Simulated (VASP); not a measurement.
Crystal: Be3TeSe2.

```
Be Te Se
1.0
    -3.14813    3.14813    3.49984
     3.14813   -3.14813    3.49984
     3.14813    3.14813   -3.49984
Be Te Se
3 1 2
Direct
  0.75000 0.25000 0.50000
  0.25000 0.75000 0.50000
  0.00000 0.00000 0.00000
  0.50000 0.50000 0.00000
  0.50000 0.00000 0.50000
  0.00000 0.50000 0.50000
```

The cell was generated, and may not be a known phase.

```yaml
Program: VASP 6.6.1
Task: relaxation of cell and atoms
Functional: PBE
Potentials_or_basis: VASP PAW PBE potentials, release 64 (Be, Te, Se)
Cutoff: 600 eV
k_mesh: 3 × 3 × 3
Occupations: gaussian, width 0.15 eV
Spin: no spin polarisation
```

At the start: pressure 16.3 GPa; volume 23.12 Å³/atom.

Problem. How do energy, volume and symmetry change on relaxing?

Solution. Over 7 steps the energy falls by 350.4 meV/atom and the volume is 28.34 Å³/atom (+22.6 %); space group I4/mmm (No. 139, to 0.1 Å) before and after.

The path:
```csv
step,energy change (eV),largest force (eV/Å),pressure (GPa),volume (Å³)
1,0.0000,0.0000,16.31,138.74
2,-0.8913,0.0000,-4.61,187.99
3,-2.0610,0.0000,0.41,161.24
4,-2.0634,0.0000,0.67,160.59
5,-2.0637,0.0000,0.85,160.15
6,-2.0850,0.0000,0.55,163.09
7,-2.1023,0.0000,-0.07,170.06
```

Final structure:
```xyz
6
Lattice="-3.2815 3.2815 3.9483 3.2815 -3.2815 3.9483 3.2815 3.2815 -3.9483" Properties=species:S:1:pos:R:3 pbc="T T T"
Be    0.0000    3.2815    1.9742
Be    3.2815    0.0000    1.9742
Be    0.0000    0.0000    0.0000
Te    0.0000    0.0000    3.9483
Se    0.0000    3.2815    0.0000
Se    3.2815    0.0000    0.0000
```

Caveat: the k points lie up to 0.41 Å⁻¹ apart in the final cell, too coarse for converged energies and pressures of a metal; the volume moved by over 15 % at a fixed basis, so the end points are rough.
